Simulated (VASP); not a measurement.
# H6C2O in VASP: further runs, part 3 of 3

VASP 6.6.1.

## Step 4: Relaxation of the atoms, r2SCAN

The input, POSCAR:

```
H6C2O
1.0
    7.2936330000      0.0000000000      0.0000000000
    0.0000000000      7.2936330000      0.0000000000
    0.0000000000      0.0000000000      7.2936330000
C O H
8 4 24
Direct
    0.3471635000      0.0855864000      0.3629539000
    0.3917086000      0.2637978000      0.4590148000
    0.7468520000      0.8942065000      0.9532156000
    0.6275688000      1.0418567000      0.8698956000
    0.8166552000      0.1461863000      0.3740252000
    0.8325310000      0.2831403000      0.2192258000
    0.2963641000      0.5134400000     -0.0778867000
    0.3255774000      0.6075296000      0.1045003000
    0.2299816000      0.3737602000      0.4542143000
    0.4636441000      0.9551100000      0.8076536000
    0.9645722000      0.2126052000      0.0932881000
    0.2135678000      0.7679162000      0.1051184000
    0.2573723000      0.4886701000      0.5157030000
    0.4344066000      0.2369372000      0.6010408000
    0.5060588000      0.3330823000      0.3894470000
    0.4663730000     -0.0052926000      0.3620279000
    0.2343427000      0.0164583000      0.4329449000
    0.3059099000      0.1124893000      0.2216020000
    0.3860953000      1.0490623000      0.7538530000
    0.5968132000      1.1478153000      0.9725740000
    0.6998356000      1.1086980000      0.7557652000
    0.8754302000      0.9523159000      1.0038287000
    0.6752777000      0.8287986000      1.0672547000
    0.7781780000      0.7897277000      0.8507030000
    0.9756692000      0.2998212000     -0.0067398000
    0.6987408000      0.3015817000      0.1523221000
    0.8754867000      0.4172970000      0.2728241000
    0.7168652000      0.1926396000      0.4757837000
    0.7728685000      0.0133726000      0.3206472000
    0.9494047000      0.1289506000      0.4410063000
    0.2314892000      0.8293049000      0.2219329000
    0.2877781000      0.5149754000      0.2172874000
    0.4709736000      0.6432822000      0.1217539000
    0.3790038000      0.3887029000     -0.0869452000
    0.1520976000      0.4770253000     -0.0942304000
    0.3350758000      0.6051799000     -0.1896506000
```

The input, INCAR.step1:

```
ALGO = Normal
EDIFF = 1E-4
ENCUT = 520
GGA = PE
ISMEAR = -1
LASPH = T
LCHARG = F
LREAL = Auto
LWAVE = T
NELM = 60
PREC = Accurate
SIGMA = 0.02
```

The input, INCAR.step2:

```
ALGO = Normal
EDIFF = 1E-6
EDIFFG = -0.3
ENCUT = 520
IBRION = 2
ISIF = 2
ISMEAR = -1
ISTART = 1
LASPH = T
LCHARG = F
LMIXTAU = T
LREAL = Auto
LWAVE = F
METAGGA = R2SCAN
NELM = 60
NSW = 35
PREC = Accurate
SIGMA = 0.02
```

The input, KPOINTS:

```
k-points
0
Gamma
  1 1 1
```

On the command line:

```sh
$ cat potpaw_PBE.64/C/POTCAR potpaw_PBE.64/O/POTCAR potpaw_PBE.64/H/POTCAR > POTCAR
$ cp INCAR.step1 INCAR
$ mpirun -np 1 vasp_gam > vasp.out
$ cp INCAR.step2 INCAR
$ mpirun -np 1 vasp_gam > vasp.out
```

Wall time 6 min (1 thread of Intel Xeon 6975P-C (Granite Rapids), shared host); peak memory 0.45 GiB.

It converged, with:

| Item | Value |
| --- | --- |
| Free energy | -198.4788 eV |
| Energy gained by relaxing | 1.5 meV/atom |
| Ionic steps | 4 |
| Pressure after relaxing | 1.0 GPa |
| Largest force after relaxing | 0.292 eV/Å |
| Band gap on the k mesh | 5.14 eV |

Forces in eV/Å, atoms in the order of the input:
```
C   -0.194 -0.028  0.095
C    0.019  0.167  0.184
C   -0.165 -0.151 -0.052
C   -0.154  0.111 -0.164
C   -0.005 -0.007 -0.113
C   -0.011  0.091 -0.188
C   -0.008  0.019 -0.092
C    0.031  0.114 -0.108
O   -0.188 -0.017  0.223
O   -0.006 -0.064 -0.160
O    0.180  0.122 -0.023
O   -0.157 -0.021  0.023
H   -0.025 -0.092  0.082
H    0.063  0.046 -0.077
H   -0.130  0.098 -0.069
H    0.086 -0.048  0.005
H    0.059  0.018 -0.034
H   -0.063 -0.003 -0.100
H    0.003 -0.098  0.141
H   -0.029 -0.118 -0.017
H    0.075 -0.033  0.043
H    0.194 -0.028  0.028
H    0.004 -0.058  0.011
H   -0.001 -0.146 -0.075
H   -0.020  0.044  0.084
H    0.099  0.025  0.124
H    0.053  0.143  0.159
H    0.008  0.006  0.155
H    0.053 -0.025  0.014
H    0.231  0.022  0.145
H   -0.033  0.004 -0.104
H   -0.047 -0.167  0.007
H   -0.001  0.036 -0.078
H   -0.004 -0.036 -0.011
H    0.040  0.041 -0.050
H    0.044  0.034 -0.009
```

Stress tensor (GPa, compression positive):
```
 1.20  0.34  0.01
 0.34  0.88 -0.01
 0.01 -0.01  0.95
```

Step by step:
```
step  energy change (eV)  largest force (eV/Å)  pressure (GPa)
   1              0.0000                0.7096            0.56
   2              0.1319                2.5679            1.77
   3             -0.0233                0.3953            0.88
   4             -0.0538                0.2920            1.01
```

Final structure:
```yaml
crystal:
  lattice:
    - [7.29363, 0.00000, 0.00000]
    - [0.00000, 7.29363, 0.00000]
    - [0.00000, 0.00000, 7.29363]
  atoms:
    - { symbol: C, position: [0.34782, 0.08548, 0.36216] }
    - { symbol: C, position: [0.39075, 0.26281, 0.45811] }
    - { symbol: C, position: [0.74757, 0.89337, 0.95286] }
    - { symbol: C, position: [0.62901, 0.04036, 0.87037] }
    - { symbol: C, position: [0.81775, 0.14585, 0.37445] }
    - { symbol: C, position: [0.83287, 0.28364, 0.22162] }
    - { symbol: C, position: [0.29691, 0.51336, 0.92158] }
    - { symbol: C, position: [0.32581, 0.60689, 0.10383] }
    - { symbol: O, position: [0.22911, 0.37333, 0.45783] }
    - { symbol: O, position: [0.46400, 0.95553, 0.80605] }
    - { symbol: O, position: [0.96506, 0.21568, 0.09395] }
    - { symbol: O, position: [0.21266, 0.76656, 0.10633] }
    - { symbol: H, position: [0.25673, 0.48861, 0.51673] }
    - { symbol: H, position: [0.43476, 0.23873, 0.60048] }
    - { symbol: H, position: [0.50438, 0.33380, 0.38970] }
    - { symbol: H, position: [0.46604, 0.99494, 0.36238] }
    - { symbol: H, position: [0.23449, 0.01667, 0.43310] }
    - { symbol: H, position: [0.30532, 0.11247, 0.22176] }
    - { symbol: H, position: [0.38465, 0.04820, 0.75460] }
    - { symbol: H, position: [0.59580, 0.14679, 0.97179] }
    - { symbol: H, position: [0.69996, 0.10847, 0.75606] }
    - { symbol: H, position: [0.87443, 0.95087, 0.00309] }
    - { symbol: H, position: [0.67546, 0.82881, 0.06687] }
    - { symbol: H, position: [0.77782, 0.78899, 0.85045] }
    - { symbol: H, position: [0.97636, 0.30017, 0.99286] }
    - { symbol: H, position: [0.69956, 0.30182, 0.15253] }
    - { symbol: H, position: [0.87624, 0.41761, 0.27287] }
    - { symbol: H, position: [0.71912, 0.19191, 0.47539] }
    - { symbol: H, position: [0.77302, 0.01340, 0.32102] }
    - { symbol: H, position: [0.94897, 0.13005, 0.44140] }
    - { symbol: H, position: [0.23077, 0.82997, 0.22095] }
    - { symbol: H, position: [0.28713, 0.51538, 0.21518] }
    - { symbol: H, position: [0.47098, 0.64387, 0.12068] }
    - { symbol: H, position: [0.37877, 0.38826, 0.91330] }
    - { symbol: H, position: [0.15230, 0.47739, 0.90535] }
    - { symbol: H, position: [0.33536, 0.60599, 0.81027] }
```

Levels at points of the mesh, in eV from the valence-band top:
```csv
k point,band 36,band 37,band 38,band 39,band 40,band 41,band 42,band 43,band 44,band 45
"(0.00, 0.00, 0.00)",-1.88,-1.02,-0.54,-0.32,0.00,5.14,6.23,6.42,6.90,7.19
```

Caveat: the k points lie up to 0.86 Å⁻¹ apart; the PAW data sets were made with another functional, which shifts forces and pressure a little; the relaxation stopped at a loose force limit of 0.3 eV/Å, so its end isn't a converged minimum.

## Step 5: The runs side by side

| task | cell | gap on the mesh (eV) | pressure (GPa) | largest force (eV/Å) |
| --- | --- | --- | --- | --- |
| single point | as given, atomic positions A | 5.36 | 0.2 | 2.64 |
| single point | as given, atomic positions B | 5.35 | -1.4 | 3.14 |
| relaxation of the atoms | atoms relaxed, atomic positions C | 5.14 | 1.0 | 0.29 |

Alike in all rows: level r2SCAN; potentials or basis VASP PAW PBE potentials, release 64 (C, O, H); no spin polarisation; k mesh 1 × 1 × 1; cutoff (eV) 520; smearing fermi-dirac 0.02 eV.

Caveats: all runs use coarse meshes; the PAW data sets were made with another functional, which shifts forces and pressure a little; the relaxation stopped at a loose force limit of 0.3 eV/Å, so its end isn't a converged minimum (at least some runs).

Absolute energies hang on the potentials; compare differences alone.
